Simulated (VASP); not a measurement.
# CdSe (F-43m) in VASP: notebook

The runs below take CdSe through single point, with PBEsol.

Everything below comes from runs of VASP 6.6.1. Logs are shortened: lines on timing, memory, paths and dates and some standing lists are left out, and cuts for length are marked.

## Step 1: The cell of the first run

Symmetry: F-43m, No. 216, cubic system. Conventional cell: a = 5.717 Å, b = 5.717 Å, c = 5.717 Å, α = 90.00°, β = 90.00°, γ = 90.00°. Cd (site symmetry -43m) has 4 Se at 2.48 Å within 3.3 Å. Within 3.3 Å of Se (site symmetry -43m) lie 4 Cd at 2.48 Å.

## Step 2: Single point, PBEsol

INCAR reads:

```
PREC = Accurate ; ENCUT = 520
EDIFF = 1E-6 ; ISMEAR = 0
SIGMA = 0.01 ; LREAL = False
LASPH = True ; NELM = 60
ALGO = Normal ; ISIF = 2
LWAVE = False ; LCHARG = False
GGA = PS ; NBANDS = 16
```

KPOINTS reads:

```
Automatic mesh
0
Gamma
  6 6 6
```

POSCAR reads:

```
CdSe
1.0
    2.8585503810      2.8585503810      0.0000000000
   -2.8585503810      2.8585503810      0.0000000000
    0.0000000000      2.8585503810      2.8585503810
Cd Se
1 1
Direct
    0.0000000000      0.0000000000      0.0000000000
    0.7500000000      0.2500000000      0.5000000000
```

Potentials or basis: VASP PAW PBE potentials, release 64 (Cd, Se).

Run with:

```
$ cat potpaw_PBE.64/Cd/POTCAR potpaw_PBE.64/Se/POTCAR > POTCAR
$ mpirun -np 1 vasp_std > vasp.out
```

OUTCAR:

```text
PREC = Accurate
   ENCUT = 520
   EDIFF = 1E-6
   ISMEAR = 0
   LREAL = False
   LASPH = True
   NELM = 60
   ISIF = 2
   GGA = PS

 ion  position               nearest neighbor table
   1  0.000  0.000  0.000-   2 2.48   2 2.48   2 2.48   2 2.48
   2  0.750  0.250  0.500-   1 2.48   1 2.48   1 2.48   1 2.48

  LATTYP: Found a face centered cubic cell.
 ALAT       =     5.7171007620

  Lattice vectors:

 A1 = (   0.0000000000,   2.8585503810,   2.8585503810)
 A2 = (   2.8585503810,   0.0000000000,   2.8585503810)
 A3 = (   2.8585503810,   2.8585503810,   0.0000000000)

Analysis of symmetry for initial positions (statically):
=====================================================================
 Subroutine PRICEL returns:
 Original cell was already a primitive cell.

 Routine SETGRP: Setting up the symmetry group for a
 face centered cubic supercell.

 Subroutine GETGRP returns: Found 24 space group operations
 (whereof 24 operations were pure point group operations)
 out of a pool of 48 trial point group operations.

The static configuration has the point symmetry T_d .

Analysis of symmetry for dynamics (positions and initial velocities):
=====================================================================
 Subroutine PRICEL returns:
 Original cell was already a primitive cell.

 Routine SETGRP: Setting up the symmetry group for a
 face centered cubic supercell.

 Subroutine GETGRP returns: Found 24 space group operations
 (whereof 24 operations were pure point group operations)
 out of a pool of 48 trial point group operations.

The dynamic configuration has the point symmetry T_d .

 Subroutine INISYM returns: Found 24 space group operations
 (whereof 24 operations are pure point group operations),
 and found     1 'primitive' translations

----------------------------------------------------------------------------------------

                                     Primitive cell

  volume of cell :      46.7162

  direct lattice vectors                    reciprocal lattice vectors
     2.858550381  2.858550381  0.000000000     0.174913832  0.174913832 -0.174913832
    -2.858550381  2.858550381  0.000000000    -0.174913832  0.174913832 -0.174913832
     0.000000000  2.858550381  2.858550381     0.000000000  0.000000000  0.349827663

  length of vectors
     4.042600718  4.042600718  4.042600718     0.302959643  0.302959643  0.349827663

  position of ions in fractional coordinates (direct lattice)
     0.000000000  0.000000000  0.000000000
     0.750000000  0.250000000  0.500000000

  ion indices of the primitive-cell ions
   primitive index   ion index
                 1           1
                 2           2

----------------------------------------------------------------------------------------

 KPOINTS: Automatic mesh

Automatic generation of k-mesh.
 Grid dimensions read from file:
 generate k-points for:    6    6    6

 Generating k-lattice:

  Cartesian coordinates                     Fractional coordinates (reciprocal lattice)
     0.029152305  0.029152305 -0.029152305     0.166666667  0.000000000  0.000000000
    -0.029152305  0.029152305 -0.029152305     0.000000000  0.166666667  0.000000000
     0.000000000  0.000000000  0.058304611     0.000000000  0.000000000  0.166666667

  Length of vectors
     0.050493274  0.050493274  0.058304611

  Shift w.r.t. Gamma in fractional coordinates (k-lattice)
     0.000000000  0.000000000  0.000000000

 Subroutine IBZKPT returns following result:
 ===========================================

 Found     16 irreducible k-points:

 Following reciprocal coordinates:
            Coordinates               Weight
  0.000000  0.000000  0.000000      1.000000
  0.166667  0.000000  0.000000      8.000000
  0.333333  0.000000  0.000000      8.000000
  0.500000  0.000000  0.000000      4.000000
  0.166667  0.166667  0.000000     12.000000
  0.333333  0.166667  0.000000     24.000000
[... 8 lines left out ...]
  0.500000  0.333333  0.166667     24.000000
  0.500000  0.500000  0.166667     12.000000
   k-points           NKPTS =     16   k-points in BZ     NKDIM =     16   number of bands    NBANDS=     16
   number of dos      NEDOS =    301   number of ions     NIONS =      2
   total plane-waves  NPLWV =  27000
   dimension x,y,z NGX =    30 NGY =   30 NGZ =   30
   dimension x,y,z NGXF=    60 NGYF=   60 NGZF=   60
   ions per type =               1   1
   NGX,Y,Z   is equivalent  to a cutoff of  12.34, 12.34, 12.34 a.u.
   NGXF,Y,Z  is equivalent  to a cutoff of  24.67, 24.67, 24.67 a.u.
 SYSTEM =  unknown system
   PREC   = accura    normal or accurate (medium, high low for compatibility)
   ISTART =      0    job   : 0-new  1-cont  2-samecut
   ICHARG =      2    charge: 1-file 2-atom 10-const
   ISPIN  =      1    spin polarized calculation?
   LNONCOLLINEAR =      F non collinear calculations
   LSORBIT =      F    spin-orbit coupling
   LASPH  =      T    aspherical Exc in radial PAW
   ENCUT  =  520.0 eV  38.22 Ry    6.18 a.u.   7.52  7.52  7.52*2*pi/ulx,y,z
   NELM   =     60;   NELMIN=  2; NELMDL= -5     # of ELM steps
   EDIFF  = 0.1E-05   stopping-criterion for ELM
   LREAL  =      F    real-space projection
   EDIFFG = 0.1E-04   stopping-criterion for IOM
   NSW    =      0    number of steps for IOM
   IBRION =     -1    ionic relax: 0-MD 1-quasi-New 2-CG
   NFREE  =      0    steps in history (QN), initial steepest desc. (CG)
   ISIF   =      2    stress and relaxation
   ISYM   =      2    0-nonsym 1-usesym 2-fastsym
   POTIM  = 0.5000    time-step for ionic-motion
   TEBEG  =    0.0;   TEEND  =   0.0 temperature during run
   PSTRESS=    0.0 pullay stress
   NELECT =      18.0000    total number of electrons
   NUPDOWN=      -1.0000    fix difference up-down
   EMIN   =  10.00;   EMAX   =-10.00  energy-range for DOS
   EFERMI =   0.00;   METHOD = LEGACY
   ISMEAR =     0;   SIGMA  =   0.01  broadening in eV -4-tet -1-fermi 0-gaus
   EFERMI_NEDOS =   21; number of points for ismear=-14 and -15
   IALGO  =     38    algorithm
   IMIX   =      4    mixing-type and parameters
     AMIX     =   0.40;   BMIX     =  1.00
     AMIX_MAG =   1.60;   BMIX_MAG =  1.00
  volume/ion in A,a.u.               =      23.36       157.63
  Fermi-wavevector in a.u.,A,eV,Ry     =   1.191269  2.251172 19.308323  1.419122
  Thomas-Fermi vector in A             =   2.327334
   LORBIT       =      0    0 simple, 1 ext, 2 COOP (PROOUT), +10 PAW based schemes
   GGA     = PS    functional components
   LHFCALC =     F    Hartree Fock is set to
   AEXX    =    0.0000 exact exchange contribution
   IVDW    =     0    specifies the selected vdW correction
   LEPSILON=     F    determine dielectric tensor
   LRPA    =     F    only Hartree local field effects (RPA)
 non-spin polarized calculation
 Gauss-broadening in eV      SIGMA  =   0.01
  energy-cutoff  :      520.00
  volume of cell :       46.72
 maximum number of plane-waves:      1278
   NGX = 15   NGY = 15   NGZ = 15

 number of electron      18.0000005 magnetization

 Free energy of the ion-electron system (eV)
  ---------------------------------------------------
  ext. energy  EPLUGINS =         0.00000000
  ---------------------------------------------------
  free energy    TOTEN  =        -5.76821224 eV

  energy without entropy =       -5.76821224  energy(sigma->0) =       -5.76821224

 E-fermi :   2.5509     XC(G=0):  -9.9730

 val. band max:        2.5056050233   @ k =   0.0000   0.0000   0.0000
 cond. band min:       3.3411251619   @ k =   0.0000   0.0000   0.0000
 fundamental gap:      0.8355201385
 Fermi energy:         2.5508744044

 k-point     1 :       0.0000    0.0000    0.0000
  band No.  band energies     occupation
      1     -11.3782      2.00000
      2      -6.2796      2.00000
      3      -6.2796      2.00000
      4      -6.2796      2.00000
      5      -5.6564      2.00000
      6      -5.6564      2.00000
[... 8 lines left out ...]
     15      13.9766      0.00000
     16      13.9766      0.00000

 k-point     2 :       0.1667    0.0000    0.0000
  band No.  band energies     occupation
      1     -11.2379      2.00000
      2      -6.2328      2.00000
      3      -6.2328      2.00000
      4      -6.1811      2.00000
      5      -5.6592      2.00000
      6      -5.6592      2.00000
[... 8 lines left out ...]
     15      12.7372      0.00000
     16      13.2017      0.00000

 k-point     3 :       0.3333    0.0000    0.0000
  band No.  band energies     occupation
      1     -10.9503      2.00000
      2      -6.1556      2.00000
      3      -6.1556      2.00000
      4      -5.7542      2.00000
      5      -5.6409      2.00000
      6      -5.6409      2.00000
[... 8 lines left out ...]
     15      13.3177      0.00000
     16      13.3177      0.00000

 k-point     4 :       0.5000    0.0000    0.0000
  band No.  band energies     occupation
      1     -10.8047      2.00000
      2      -6.1288      2.00000
      3      -6.1288      2.00000
      4      -5.6159      2.00000
      5      -5.6159      2.00000
      6      -5.1964      2.00000
[... 8 lines left out ...]
     15      15.1745      0.00000
     16      15.1745      0.00000
[... 172 lines left out ...]
 k-point    14 :       0.3333    0.3333    0.1667
  band No.  band energies     occupation
      1     -10.7648      2.00000
      2      -6.0521      2.00000
      3      -6.0377      2.00000
      4      -5.8065      2.00000
      5      -5.6154      2.00000
      6      -5.3463      2.00000
[... 8 lines left out ...]
     15      15.4297      0.00000
     16      16.2662      0.00000

 k-point    15 :       0.5000    0.3333    0.1667
  band No.  band energies     occupation
      1     -10.6719      2.00000
      2      -6.0476      2.00000
      3      -5.9868      2.00000
      4      -5.7188      2.00000
      5      -5.6467      2.00000
      6      -4.9682      2.00000
[... 8 lines left out ...]
     15      14.9415      0.00000
     16      16.3155      0.00000

 k-point    16 :       0.5000    0.5000    0.1667
  band No.  band energies     occupation
      1     -10.6266      2.00000
      2      -6.0219      2.00000
      3      -5.9283      2.00000
      4      -5.7702      2.00000
      5      -5.6157      2.00000
      6      -4.9194      2.00000
[... 8 lines left out ...]
     15      15.9851      0.00000
     16      16.2049      0.00000

------------------------ aborting loop because EDIFF is reached ----------------------------------------

  FORCE on cell =-STRESS in cart. coord.  units (eV):
  Direction    XX          YY          ZZ          XY          YZ          ZX
  --------------------------------------------------------------------------------------
  -------------------------------------------------------------------------------------
  Total        4.5884047      4.5884047      4.5884047      0.0000000      0.0000000      0.0000000
  in kB      157.3637698    157.3637698    157.3637698      0.0000000      0.0000000      0.0000000
  external PRESSURE =     157.3637698 kB  Pullay stress =       0.0000000 kB

 VOLUME and BASIS-vectors are now :
 -----------------------------------------------------------------------------
  energy-cutoff  :      520.00
  volume of cell :       46.72
      direct lattice vectors                 reciprocal lattice vectors
     2.858550381  2.858550381  0.000000000     0.174913832  0.174913832 -0.174913832
    -2.858550381  2.858550381  0.000000000    -0.174913832  0.174913832 -0.174913832
     0.000000000  2.858550381  2.858550381     0.000000000  0.000000000  0.349827663

 POSITION                                       TOTAL-FORCE (eV/Angst)
 -----------------------------------------------------------------------------------
      0.00000      0.00000      0.00000        -0.000000     -0.000000     -0.000000
      1.42928      4.28783      1.42928         0.000000      0.000000      0.000000
 -----------------------------------------------------------------------------------
    total drift:                               -0.000000      0.000000     -0.000000

  FREE ENERGIE OF THE ION-ELECTRON SYSTEM (eV)
  ---------------------------------------------------
  free  energy   TOTEN  =        -5.7682122442 eV

  energy  without entropy=       -5.7682122442  energy(sigma->0) =       -5.76821224
```

It took 10 s on 1 thread of Intel Xeon 6975P-C (Granite Rapids), shared host; peak memory 0.16 GiB.

Results:

```yaml
Free_energy: -5.7682 eV
Pressure: 15.7 GPa
Band_gap_on_the_k_mesh: 0.84 eV, direct
```

Levels at points of the mesh, in eV from the valence-band top:
| k point | band 5 | band 6 | band 7 | band 8 | band 9 | band 10 | band 11 | band 12 | band 13 | band 14 |
| --- | --- | --- | --- | --- | --- | --- | --- | --- | --- | --- |
| (0.00, 0.00, 0.00) | -8.16 | -8.16 | 0.00 | 0.00 | 0.00 | 0.84 | 5.77 | 5.77 | 5.77 | 10.31 |
| (0.50, 0.00, 0.00) | -8.12 | -7.70 | -5.72 | -1.07 | -1.07 | 2.46 | 6.32 | 6.32 | 7.65 | 10.51 |
| (0.50, 0.50, 0.00) | -8.06 | -7.62 | -5.07 | -2.62 | -2.62 | 2.58 | 3.69 | 9.98 | 11.24 | 11.24 |

Caveat: the PAW data sets were made with another functional, which shifts forces and pressure a little.

## Step 3: Single point, PBEsol

This run uses another cell than the first one, of 25.33 Å³/atom, 1.084 times its volume.

INCAR reads:

```
  ALGO = Normal
  EDIFF = 1E-6
  ENCUT = 520
  GGA = PS
  ISIF = 2
  ISMEAR = 0
  LASPH = T
  LCHARG = T
  LELF = T
  LREAL = F
  LVHAR = T
  LWAVE = F
  NBANDS = 16
  NELM = 60
  PREC = Accurate
  SIGMA = 0.01
```

KPOINTS reads:

```
k-points
0
Gamma
  6 6 6
```

POSCAR reads:

```
CdSe
1.0
    2.9367869295      2.9367869295      0.0000000000
   -2.9367869295      2.9367869295      0.0000000000
    0.0000000000      2.9367869295      2.9367869295
Cd Se
1 1
Direct
    0.0000000000      0.0000000000      0.0000000000
    0.7500000000      0.2500000000      0.5000000000
```

Potentials or basis: VASP PAW PBE potentials, release 64 (Cd, Se).

Run with:

```
$ cat potpaw_PBE.64/Cd/POTCAR potpaw_PBE.64/Se/POTCAR > POTCAR
$ mpirun -np 1 vasp_std > vasp.out
```

Run time: 9.7 s. Hardware: 1 thread of Intel Xeon 6975P-C (Granite Rapids), shared host; peak memory 0.18 GiB.

Results (log left out):

* Free energy: -6.0471 eV
* Pressure: 7.5 GPa
* Band gap on the k mesh: 0.68 eV, direct

Levels at points of the mesh, in eV from the valence-band top:
```tsv
k point	band 6	band 7	band 8	band 9	band 10	band 11	band 12	band 13
(0.00, 0.00, 0.00)	-7.84	0.00	0.00	0.00	0.68	5.82	5.82	5.82
(0.50, 0.00, 0.00)	-7.46	-5.12	-0.93	-0.93	2.39	6.36	6.36	7.53
(0.50, 0.50, 0.00)	-7.39	-4.64	-2.27	-2.27	2.78	3.72	9.51	10.75
```

Caveat: the PAW data sets were made with another functional, which shifts forces and pressure a little.

(Continued in part 2 of 2.)
